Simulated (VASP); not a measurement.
# Al (Fm-3m) in VASP: further runs, part 2 of 2

VASP 6.6.1. Earlier steps stand in the parts before.

## (3) Single point, PBE

This run uses another cell than the first one, of 16.54 Å³/atom, 0.996 times its volume.

The input, INCAR:

```
SYSTEM = Al
PREC = Accurate
ENCUT = 520
EDIFF = 1E-6
ISMEAR = 0
SIGMA = 0.05
LREAL = .False.
LASPH = .True.
NELM = 100
ALGO = Fast
ISIF = 2
LWAVE = .False.
LCHARG = .True.
GGA = PE
LELF = .True.
LVHAR = .True.
NBANDS = 8
```

The input, KPOINTS:

```
regular mesh
0
Gamma
  8 8 8
  0 0 0
```

The input, POSCAR:

```
Al
1.0
    0.0000000000      2.0221016523      2.0221016523
    2.0221016523      0.0000000000      2.0221016523
    2.0221016523      2.0221016523      0.0000000000
Al
1
Direct
    0.0000000000      0.0000000000      0.0000000000
```

Potentials or basis: VASP PAW PBE potentials, release 64 (Al).

Launch:

```
cat potpaw_PBE.64/Al/POTCAR > POTCAR
mpirun -np 1 vasp_std > vasp.out
```

OUTCAR:

```text
SYSTEM = Al
   PREC = Accurate
   ENCUT = 520
   EDIFF = 1E-6
   ISMEAR = 0
   LREAL = .False.
   LASPH = .True.
   NELM = 100
   ISIF = 2
   GGA = PE

 ion  position               nearest neighbor table
   1  0.000  0.000  0.000-

  LATTYP: Found a face centered cubic cell.
 ALAT       =     4.0442033046

  Lattice vectors:

 A1 = (   0.0000000000,   2.0221016523,   2.0221016523)
 A2 = (   2.0221016523,   0.0000000000,   2.0221016523)
 A3 = (   2.0221016523,   2.0221016523,   0.0000000000)

Analysis of symmetry for initial positions (statically):
=====================================================================
 Subroutine PRICEL returns:
 Original cell was already a primitive cell.

 Routine SETGRP: Setting up the symmetry group for a
 face centered cubic supercell.

 Subroutine GETGRP returns: Found 48 space group operations
 (whereof 48 operations were pure point group operations)
 out of a pool of 48 trial point group operations.

The static configuration has the point symmetry O_h .

Analysis of symmetry for dynamics (positions and initial velocities):
=====================================================================
[... 163 lines left out ...]
 Fermi energy:         8.0763073695

 k-point     1 :       0.0000    0.0000    0.0000
  band No.  band energies     occupation
      1      -3.1407      2.00000
      2      20.5859      0.00000
      3      20.5859      0.00000
      4      20.5859      0.00000
      5      22.0617      0.00000
      6      22.0617      0.00000
      7      22.0617      0.00000
      8      24.4299      0.00000
[... 243 lines left out ...]
 k-point    24 :      -0.3750    0.2500    0.1250
  band No.  band energies     occupation
      1       4.4390      2.00000
      2       4.6939      2.00000
      3      12.9447      0.00000
      4      13.4202      0.00000
      5      21.2607      0.00000
      6      21.6898      0.00000
      7      28.2615      0.00000
      8      28.5643      0.00000

 [... further k-points ...]

------------------------ aborting loop because EDIFF is reached ----------------------------------------

  FORCE on cell =-STRESS in cart. coord.  units (eV):
  Direction    XX          YY          ZZ          XY          YZ          ZX
  --------------------------------------------------------------------------------------
  -------------------------------------------------------------------------------------
  Total       -0.0132139     -0.0132139     -0.0132139      0.0000000     -0.0000000      0.0000000
  in kB       -1.2802716     -1.2802716     -1.2802716      0.0000000     -0.0000000      0.0000000
  external PRESSURE =      -1.2802716 kB  Pullay stress =       0.0000000 kB

 VOLUME and BASIS-vectors are now :
 -----------------------------------------------------------------------------
  energy-cutoff  :      520.00
  volume of cell :       16.54
      direct lattice vectors                 reciprocal lattice vectors
     0.000000000  2.022101652  2.022101652    -0.247267490  0.247267490  0.247267490
     2.022101652  0.000000000  2.022101652     0.247267490 -0.247267490  0.247267490
     2.022101652  2.022101652  0.000000000     0.247267490  0.247267490 -0.247267490

 POSITION                                       TOTAL-FORCE (eV/Angst)
 -----------------------------------------------------------------------------------
      0.00000      0.00000      0.00000         0.000000      0.000000      0.000000
 -----------------------------------------------------------------------------------
    total drift:                                0.000000     -0.000000      0.000000

  FREE ENERGIE OF THE ION-ELECTRON SYSTEM (eV)
  ---------------------------------------------------
  free  energy   TOTEN  =        -3.7400150245 eV

  energy  without entropy=       -3.7384774635  energy(sigma->0) =       -3.73924624
```

Wall time 3.1 s (1 thread of Intel Xeon Platinum 8259CL at 2.50GHz (Skylake/Cascade Lake), shared host); peak memory 0.13 GiB.

What came out:

```yaml
Free_energy: -3.7400 eV
Pressure: -0.1 GPa
```

## (4) Single point, r2SCAN (volume scaled by 0.960)

The input, POSCAR:

```
Al
1.0
    0.0000000000      1.9686720331      1.9686720331
    1.9686720331      0.0000000000      1.9686720331
    1.9686720331      1.9686720331      0.0000000000
Al
1
Direct
    0.0000000000      0.0000000000      0.0000000000
```

The input, INCAR.step1:

```
PREC = Accurate ; ENCUT = 520
ISMEAR = 0 ; SIGMA = 0.05
LREAL = False ; LASPH = True
NELM = 100 ; NBANDS = 8
GGA = PE ; ALGO = Normal
EDIFF = 1E-4 ; LWAVE = True
LCHARG = False
```

The input, INCAR.step2:

```
PREC = Accurate ; ENCUT = 520
EDIFF = 1E-6 ; ISMEAR = 0
SIGMA = 0.05 ; LREAL = False
LASPH = True ; NELM = 100
ALGO = Normal ; ISIF = 2
LWAVE = False ; LCHARG = True
METAGGA = R2SCAN ; LMIXTAU = True
LELF = True ; LVHAR = True
NBANDS = 8 ; ISTART = 1
```

The input, KPOINTS:

```
Automatic mesh
0
Gamma
  18 18 18
```

Launch:

```
cat potpaw_PBE.64/Al/POTCAR > POTCAR
cp INCAR.step1 INCAR
mpirun -np 1 vasp_std > vasp.out
cp INCAR.step2 INCAR
mpirun -np 1 vasp_std > vasp.out
```

Run time: 55 s. Hardware: 1 thread of Intel Xeon Platinum 8259CL at 2.50GHz (Skylake/Cascade Lake), shared host; peak memory 0.15 GiB.

It converged, with:

```
Free energy : -6.7296 eV
Pressure    : 3.8 GPa
```

Levels at points of the mesh, in eV from the Fermi level:
```csv
k point,band 1,band 2,band 3,band 4
"(0.00, 0.00, 0.00)",-12.39,13.78,13.78,13.78
"(0.50, 0.00, 0.00)",-5.32,-4.63,12.47,12.47
"(0.50, 0.50, 0.00)",-3.34,-1.69,5.49,6.41
```

Caveat: the cell differs from its parent crystal (volume scaled by 0.960); the PAW data sets were made with another functional, which shifts forces and pressure a little.

## (5) The runs side by side

| level | cell | k mesh | gap on the mesh (eV) | pressure (GPa) |
| --- | --- | --- | --- | --- |
| PBE | a = 2.864 Å, angles 60.0°, 1 atom | 8 × 8 × 8 | none | -0.4 |
| PBE | a = 2.860 Å, angles 60.0°, 1 atom | 8 × 8 × 8 | none | -0.1 |
| r2SCAN | a = 2.784 Å, angles 60.0°, 1 atom | 18 × 18 × 18 | none | 3.8 |

Alike in all rows: task single point; potentials or basis VASP PAW PBE potentials, release 64 (Al); no spin polarisation; cutoff (eV) 520; smearing gaussian 0.05 eV.

Caveats: the PAW data sets were made with another functional, which shifts forces and pressure a little (some runs).

Total energies depend on the potentials used, so only differences within one code and one set of settings carry meaning.
